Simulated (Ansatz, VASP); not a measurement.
**One calculation of Cu, two programs**

```xyz
1
Lattice="-1.4644 1.4644 1.3348 1.4644 -1.4644 1.3348 1.4644 1.4644 -1.3348" Properties=species:S:1:pos:R:3 pbc="T T T"
Cu    0.0000    0.0000    0.0000
```

Change from the starting cell: strain +0.015 along x and y, -0.030 along z, atoms carried along.

Alike in both runs: task single point; functional r2SCAN; k mesh 24 × 24 × 24; occupations gaussian, width 0.15 eV; no spin polarisation.

```csv
,VASP,Ansatz
version,VASP 6.6.1,Ansatz 0.2.0
potentials or method,"VASP PAW PBE potentials, release 64 (Cu), cutoff 520 eV","scalar-relativistic, plane waves, PAW"
valence electrons in the cell,11,19
```

```csv
,VASP,Ansatz,Ansatz less VASP
gap on the k mesh at the Fermi level (eV),none,none,-
pressure (GPa),1.2,0.6,-0.61
"traceless stress, the component that is largest in VASP (GPa)",0.74,0.75,+0.010
```

VASP's potentials were made for PBE, not for r2SCAN. A gap of «none» marks a metal or a gap that the smearing closes. VASP's potentials hold 11 valence electrons a cell and Ansatz's 19, so a difference there can come from the potentials and not from the codes.
